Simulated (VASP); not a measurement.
# YP (Pm-3m) in VASP: notebook

Runs on YP. Level: LDA. Tasks: vibrations by perturbation theory.

Program: VASP 6.6.1. These are calculated values, not measurements. Logs are shortened: lines on timing, memory, paths and dates and some standing lists are left out, and cuts for length are marked.

## 1. The cell of the first run

It takes space group Pm-3m (No. 221, cubic). The conventional cell has a = 3.345 Å, b = 3.345 Å, c = 3.345 Å, α = 90.00°, β = 90.00°, γ = 90.00°. Y (site symmetry m-3m) has 8 P at 2.90 Å and 6 Y at 3.34 Å within 3.8 Å. P (site symmetry m-3m) has 8 Y at 2.90 Å and 6 P at 3.34 Å within 3.8 Å.

## 2. Vibrations by perturbation theory, LDA

Input file INCAR:

```
PREC = Accurate
ENCUT = 500
EDIFF = 1E-8
ISMEAR = -1
SIGMA = 0.15
LREAL = F
LASPH = T
NELM = 120
ALGO = Normal
ISIF = 2
LWAVE = F
LCHARG = F
IBRION = 8
NSW = 1
GGA_COMPAT = F
```

Input file KPOINTS:

```
Automatic mesh
0
Gamma
  12 12 12
```

Input file POSCAR:

```
YP
1.0
    3.3449000000      0.0000000000      0.0000000000
    0.0000000000      3.3449000000      0.0000000000
    0.0000000000      0.0000000000      3.3449000000
Y P
1 1
Direct
    0.0000000000      0.0000000000      0.0000000000
    0.5000000000      0.5000000000      0.5000000000
```

Potentials or basis: VASP PAW LDA potentials, release 64 (Y_sv, P).

Run with:

```
$ cat potpaw_LDA.64/Y_sv/POTCAR potpaw_LDA.64/P/POTCAR > POTCAR
$ mpirun -np 1 vasp_std > vasp.out
```

OUTCAR:

```text
PREC = Accurate
   ENCUT = 500
   EDIFF = 1E-8
   ISMEAR = -1
   LREAL = F
   LASPH = T
   NELM = 120
   ISIF = 2
   IBRION = 8
   NSW = 1

 ion  position               nearest neighbor table
   1  0.000  0.000  0.000-   2 2.90   2 2.90   2 2.90   2 2.90   2 2.90   2 2.90   2 2.90   2 2.90

   2  0.500  0.500  0.500-   1 2.90   1 2.90   1 2.90   1 2.90   1 2.90   1 2.90   1 2.90   1 2.90

  LATTYP: Found a simple cubic cell.
 ALAT       =     3.3449000000

  Lattice vectors:

 A1 = (   3.3449000000,   0.0000000000,   0.0000000000)
 A2 = (   0.0000000000,   3.3449000000,   0.0000000000)
 A3 = (   0.0000000000,   0.0000000000,   3.3449000000)

Analysis of symmetry for initial positions (statically):
=====================================================================
 Subroutine PRICEL returns:
 Original cell was already a primitive cell.

 Routine SETGRP: Setting up the symmetry group for a
 simple cubic supercell.

 Subroutine GETGRP returns: Found 48 space group operations
 (whereof 48 operations were pure point group operations)
 out of a pool of 48 trial point group operations.

The static configuration has the point symmetry O_h .

Analysis of symmetry for dynamics (positions and initial velocities):
=====================================================================
 Subroutine PRICEL returns:
 Original cell was already a primitive cell.

 Routine SETGRP: Setting up the symmetry group for a
 simple cubic supercell.

 Subroutine GETGRP returns: Found 48 space group operations
 (whereof 48 operations were pure point group operations)
 out of a pool of 48 trial point group operations.

The dynamic configuration has the point symmetry O_h .

 Subroutine INISYM returns: Found 48 space group operations
 (whereof 48 operations are pure point group operations),
 and found     1 'primitive' translations

----------------------------------------------------------------------------------------

                                     Primitive cell

  volume of cell :      37.4239

  direct lattice vectors                    reciprocal lattice vectors
     3.344900000  0.000000000  0.000000000     0.298962600  0.000000000  0.000000000
     0.000000000  3.344900000  0.000000000     0.000000000  0.298962600  0.000000000
     0.000000000  0.000000000  3.344900000     0.000000000  0.000000000  0.298962600

  length of vectors
     3.344900000  3.344900000  3.344900000     0.298962600  0.298962600  0.298962600

  position of ions in fractional coordinates (direct lattice)
     0.000000000  0.000000000  0.000000000
     0.500000000  0.500000000  0.500000000

  ion indices of the primitive-cell ions
   primitive index   ion index
                 1           1
                 2           2

----------------------------------------------------------------------------------------

 KPOINTS: Automatic mesh

Automatic generation of k-mesh.
 Grid dimensions read from file:
 generate k-points for:   12   12   12

 Generating k-lattice:

  Cartesian coordinates                     Fractional coordinates (reciprocal lattice)
     0.024913550  0.000000000  0.000000000     0.083333333  0.000000000  0.000000000
     0.000000000  0.024913550  0.000000000     0.000000000  0.083333333  0.000000000
     0.000000000  0.000000000  0.024913550     0.000000000  0.000000000  0.083333333

  Length of vectors
     0.024913550  0.024913550  0.024913550

  Shift w.r.t. Gamma in fractional coordinates (k-lattice)
     0.000000000  0.000000000  0.000000000

 Subroutine IBZKPT returns following result:
 ===========================================

 Found     84 irreducible k-points:
[... 82 lines left out ...]

--------------------------------------- Ionic step        1  -------------------------------------------

 number of electron      16.0000004 magnetization

 Free energy of the ion-electron system (eV)
  ---------------------------------------------------
  ext. energy  EPLUGINS =         0.00000000
  ---------------------------------------------------
  free energy    TOTEN  =       -15.33607339 eV

  energy without entropy =      -15.24707040  energy(sigma->0) =      -15.29157190

 E-fermi :   6.5164     XC(G=0): -11.2772

 val. band max:        6.5153886518   @ k =   0.5000   0.3333   0.0833
 cond. band min:       6.5500692532   @ k =   0.4167   0.0000   0.0000
 fundamental gap:      0.0346806014
 Fermi energy:         6.5163523036

 k-point     1 :       0.0000    0.0000    0.0000
  band No.  band energies     occupation
      1     -35.6067      2.00000
      2     -15.5200      2.00000
      3     -15.5200      2.00000
      4     -15.5200      2.00000
      5      -5.1385      2.00000
      6       5.3651      1.99907
      7       5.3651      1.99907
      8       6.9080      0.13686
      9       6.9080      0.13686
     10       6.9080      0.13686
     11      10.9729      0.00000
     12      10.9729      0.00000
[... 331 lines left out ...]
 k-point    24 :       0.4167    0.3333    0.0000
  band No.  band energies     occupation
      1     -35.5108      2.00000
      2     -16.0808      2.00000
      3     -15.9391      2.00000
      4     -15.4072      2.00000
      5      -3.2081      2.00000
      6       2.5545      2.00000
      7       3.7183      2.00000
      8       6.6625      0.54793
      9       6.7752      0.30235
     10       9.0358      0.00000
     11      10.5065      0.00000
     12      10.6894      0.00000

 [... further k-points ...]

------------------------ aborting loop because EDIFF is reached ----------------------------------------

  FORCE on cell =-STRESS in cart. coord.  units (eV):
  Direction    XX          YY          ZZ          XY          YZ          ZX
  --------------------------------------------------------------------------------------
  -------------------------------------------------------------------------------------
  Total        1.2789111      1.2789111      1.2789111     -0.0000000      0.0000000      0.0000000
  in kB       54.7521915     54.7521915     54.7521915     -0.0000000      0.0000000      0.0000000
  external PRESSURE =      54.7521915 kB  Pullay stress =       0.0000000 kB

 VOLUME and BASIS-vectors are now :
 -----------------------------------------------------------------------------
  energy-cutoff  :      500.00
  volume of cell :       37.42
      direct lattice vectors                 reciprocal lattice vectors
     3.344900000  0.000000000  0.000000000     0.298962600  0.000000000  0.000000000
     0.000000000  3.344900000  0.000000000     0.000000000  0.298962600  0.000000000
     0.000000000  0.000000000  3.344900000     0.000000000  0.000000000  0.298962600

 POSITION                                       TOTAL-FORCE (eV/Angst)
 -----------------------------------------------------------------------------------
      0.00000      0.00000      0.00000         0.000000      0.000000      0.000000
      1.67245      1.67245      1.67245         0.000000      0.000000      0.000000
 -----------------------------------------------------------------------------------
    total drift:                               -0.000000      0.000000     -0.000000

  FREE ENERGIE OF THE ION-ELECTRON SYSTEM (eV)
  ---------------------------------------------------
  free  energy   TOTEN  =       -15.3360733930 eV

  energy  without entropy=      -15.2470703998  energy(sigma->0) =      -15.29157190

[... ionic steps 2 to 3 ...]

--------------------------------------- Ionic step        4  -------------------------------------------

------------------------ aborting loop because EDIFF is reached ----------------------------------------

[... ionic steps 5 to 6 ...]

--------------------------------------- Ionic step        7  -------------------------------------------

 Free energy of the ion-electron system (eV)
  ---------------------------------------------------
  ---------------------------------------------------
  free energy    TOTEN  =        -0.04911407 eV

  energy without entropy =       -0.04911409

------------------------ aborting loop because EDIFF is reached ----------------------------------------

 INTERNAL STRAIN TENSOR  FOR ION    2  DIRECTION 1   (eV/Angst):
 -----------------------------------------------------------------------------
     0.01212 -0.00000 -0.00000
    -0.00000 -0.00110  0.00000
    -0.00000  0.00000 -0.00110

 INTERNAL STRAIN TENSOR FOR ION    2 for displacements in x,y,z  (eV/Angst):
          X           Y           Z          XY          YZ          ZX
  --------------------------------------------------------------------------------
  x     0.00000     0.00000     0.00000     0.00000     0.00000     0.00000
  y     0.00000     0.00000     0.00000     0.00000     0.00000     0.00000
  z     0.00000     0.00000     0.00000     0.00000     0.00000     0.00000

 SECOND DERIVATIVES (NOT SYMMETRIZED)
 ------------------------------------
               1X          1Y          1Z          2X          2Y          2Z
  1X    -3.303096    0.000000   -0.000000    3.303096   -0.000000    0.000000
  1Y     0.000000   -3.303096    0.000000   -0.000000    3.303096   -0.000000
  1Z     0.000000    0.000000   -3.303096   -0.000000   -0.000000    3.303096
  2X     3.307291   -0.000000    0.000000   -3.307291    0.000000   -0.000000
  2Y    -0.000000    3.307291    0.000000    0.000000   -3.307291   -0.000000
  2Z     0.000000    0.000000    3.307291   -0.000000   -0.000000   -3.307291

 Eigenvectors and eigenvalues of the dynamical matrix
 ----------------------------------------------------

   1 f  =    5.930959 THz    37.265315 2PiTHz  197.835501 cm-1    24.528465 meV
             X         Y         Z           dx          dy          dz
      0.000000  0.000000  0.000000    -0.508067   -0.000000    0.000000
      1.672450  1.672450  1.672450     0.861318    0.000000    0.000000
[... 21 lines left out ...]
   6 f/i=    0.001647 THz     0.010348 2PiTHz    0.054936 cm-1     0.006811 meV
             X         Y         Z           dx          dy          dz
      0.000000  0.000000  0.000000    -0.043276   -0.832927   -0.215005
      1.672450  1.672450  1.672450    -0.025527   -0.491320   -0.126825

--------------------------------------------------------------------------------------------------------

 ELASTIC MODULI CONTR FROM IONIC RELAXATION (kBar)
 Direction    XX          YY          ZZ          XY          YZ          ZX
 --------------------------------------------------------------------------------
 XX           0.0000      0.0000      0.0000      0.0000      0.0000      0.0000
 YY           0.0000      0.0000      0.0000      0.0000      0.0000      0.0000
 ZZ           0.0000      0.0000      0.0000      0.0000      0.0000      0.0000
 XY           0.0000      0.0000      0.0000      0.0000      0.0000      0.0000
 YZ           0.0000      0.0000      0.0000      0.0000      0.0000      0.0000
 ZX           0.0000      0.0000      0.0000      0.0000      0.0000      0.0000
 --------------------------------------------------------------------------------
```

It took 1.9 min on 1 thread of Intel Xeon 6975P-C (Granite Rapids), shared host; peak memory 0.31 GiB.

Results:

| Quantity | Value |
| --- | --- |
| Highest phonon frequency at Γ | 198 cm⁻¹ |

Phonon frequencies in cm⁻¹ (negative: imaginary):
```tsv
q point	frequencies
(0.000, 0.000, 0.000)	0 0 0 198 198 198
```

Caveat: the cell stands under pressure or tension, which shifts response properties.

## 3. Vibrations by perturbation theory, LDA

This run uses another cell than the first one, of 19.74 Å³/atom.

Input file INCAR:

```
  ALGO = Normal
  EDIFF = 1E-8
  ENCUT = 500
  GGA = CA
  GGA_COMPAT = False
  IBRION = 8
  ISIF = 2
  ISMEAR = -1
  LASPH = True
  LCHARG = False
  LREAL = False
  LWAVE = False
  NELM = 120
  NSW = 1
  PREC = Accurate
  SIGMA = 0.15
```

Input file KPOINTS:

```
k-points
0
Gamma
  12 12 12
```

Input file POSCAR:

```
YP
1.0
    3.4050000000      0.0000000000      0.0000000000
    0.0000000000      3.4050000000      0.0000000000
    0.0000000000      0.0000000000      3.4050000000
Y P
1 1
Direct
    0.0000000000      0.0000000000      0.0000000000
    0.5000000000      0.5000000000      0.5000000000
```

Potentials or basis: VASP PAW LDA potentials, release 64 (Y_sv, P).

Run with:

```
$ cat potpaw_LDA.64/Y_sv/POTCAR potpaw_LDA.64/P/POTCAR > POTCAR
$ mpirun -np 1 vasp_std > vasp.out
```

OUTCAR:

```text
EDIFF = 1E-8
   ENCUT = 500
   GGA = CA
   IBRION = 8
   ISIF = 2
   ISMEAR = -1
   LASPH = True
   LREAL = False
   NELM = 120
   NSW = 1
   PREC = Accurate

 ion  position               nearest neighbor table
   1  0.000  0.000  0.000-   2 2.95   2 2.95   2 2.95   2 2.95   2 2.95   2 2.95   2 2.95   2 2.95

   2  0.500  0.500  0.500-   1 2.95   1 2.95   1 2.95   1 2.95   1 2.95   1 2.95   1 2.95   1 2.95

  LATTYP: Found a simple cubic cell.
 ALAT       =     3.4050000000

  Lattice vectors:

 A1 = (   3.4050000000,   0.0000000000,   0.0000000000)
 A2 = (   0.0000000000,   3.4050000000,   0.0000000000)
 A3 = (   0.0000000000,   0.0000000000,   3.4050000000)

Analysis of symmetry for initial positions (statically):
=====================================================================
 Subroutine PRICEL returns:
 Original cell was already a primitive cell.

 Routine SETGRP: Setting up the symmetry group for a
[... 589 lines left out ...]

 INTERNAL STRAIN TENSOR  FOR ION    2  DIRECTION 1   (eV/Angst):
 -----------------------------------------------------------------------------
     0.01088  0.00000  0.00000
     0.00000 -0.00058 -0.00000
    -0.00000 -0.00000 -0.00058

 INTERNAL STRAIN TENSOR FOR ION    2 for displacements in x,y,z  (eV/Angst):
          X           Y           Z          XY          YZ          ZX
  --------------------------------------------------------------------------------
  x     0.00000     0.00000     0.00000     0.00000     0.00000     0.00000
  y     0.00000     0.00000     0.00000     0.00000     0.00000     0.00000
  z     0.00000     0.00000     0.00000     0.00000     0.00000     0.00000

 SECOND DERIVATIVES (NOT SYMMETRIZED)
 ------------------------------------
               1X          1Y          1Z          2X          2Y          2Z
  1X    -2.250832    0.000000    0.000000    2.250832   -0.000000   -0.000000
  1Y     0.000000   -2.250832    0.000000   -0.000000    2.250832   -0.000000
  1Z     0.000000    0.000000   -2.250832   -0.000000   -0.000000    2.250832
  2X     2.253466    0.000000   -0.000000   -2.253466   -0.000000    0.000000
  2Y     0.000000    2.253466   -0.000000   -0.000000   -2.253466    0.000000
  2Z    -0.000000   -0.000000    2.253466    0.000000    0.000000   -2.253466

 Eigenvectors and eigenvalues of the dynamical matrix
 ----------------------------------------------------

   1 f  =    4.895757 THz    30.760946 2PiTHz  163.304861 cm-1    20.247213 meV
             X         Y         Z           dx          dy          dz
      0.000000  0.000000  0.000000     0.000000    0.000000   -0.508086
      1.702500  1.702500  1.702500    -0.000000    0.000000    0.861307
[... 21 lines left out ...]
   6 f/i=    0.001253 THz     0.007872 2PiTHz    0.041792 cm-1     0.005182 meV
             X         Y         Z           dx          dy          dz
      0.000000  0.000000  0.000000     0.006865   -0.084743   -0.857100
      1.702500  1.702500  1.702500     0.004049   -0.049990   -0.505604

--------------------------------------------------------------------------------------------------------

 ELASTIC MODULI CONTR FROM IONIC RELAXATION (kBar)
 Direction    XX          YY          ZZ          XY          YZ          ZX
 --------------------------------------------------------------------------------
 XX           0.0000      0.0000      0.0000      0.0000      0.0000      0.0000
 YY           0.0000      0.0000      0.0000      0.0000      0.0000      0.0000
 ZZ           0.0000      0.0000      0.0000      0.0000      0.0000      0.0000
 XY           0.0000      0.0000      0.0000      0.0000      0.0000      0.0000
 YZ           0.0000      0.0000      0.0000      0.0000      0.0000      0.0000
 ZX           0.0000      0.0000      0.0000      0.0000      0.0000      0.0000
 --------------------------------------------------------------------------------
```

OSZICAR:

```text
N       E                     dE             d eps       ncg     rms          rms(c)
DAV:   1     0.439949923176E+02    0.43995E+02   -0.80302E+03  2016   0.125E+03
DAV:   2    -0.139164656504E+02   -0.57911E+02   -0.54147E+02  2416   0.218E+02
DAV:   3    -0.165875193802E+02   -0.26711E+01   -0.25600E+01  2832   0.355E+01
DAV:   4    -0.166675353777E+02   -0.80016E-01   -0.79941E-01  2744   0.636E+00
[... 58 lines left out ...]
RMM:  14    -0.491798166929E-01    0.36942E-07   -0.45377E-07 10287   0.180E-04    0.113E-05
RMM:  15    -0.491798179938E-01   -0.13009E-08   -0.26494E-07 10505   0.159E-04    0.629E-06
RMM:  16    -0.491798133477E-01    0.46460E-08   -0.17834E-07  9946   0.149E-04    0.330E-06
RMM:  17    -0.491798113547E-01    0.19930E-08   -0.16866E-07  9551   0.144E-04    0.200E-06
RMM:  18    -0.491798095442E-01    0.18105E-08   -0.81547E-08  8178   0.142E-04    0.530E-07
 Linear response finished
```

It took 3.4 min on 1 thread of Intel Xeon 6975P-C (Granite Rapids), shared host; peak memory 0.34 GiB.

What came out:

| Property | Result |
| --- | --- |
| Highest phonon frequency at Γ | 163 cm⁻¹ |

Phonon frequencies in cm⁻¹ (negative: imaginary):
```
              q point        frequencies
(0.000, 0.000, 0.000)  0 0 0 163 163 163
```
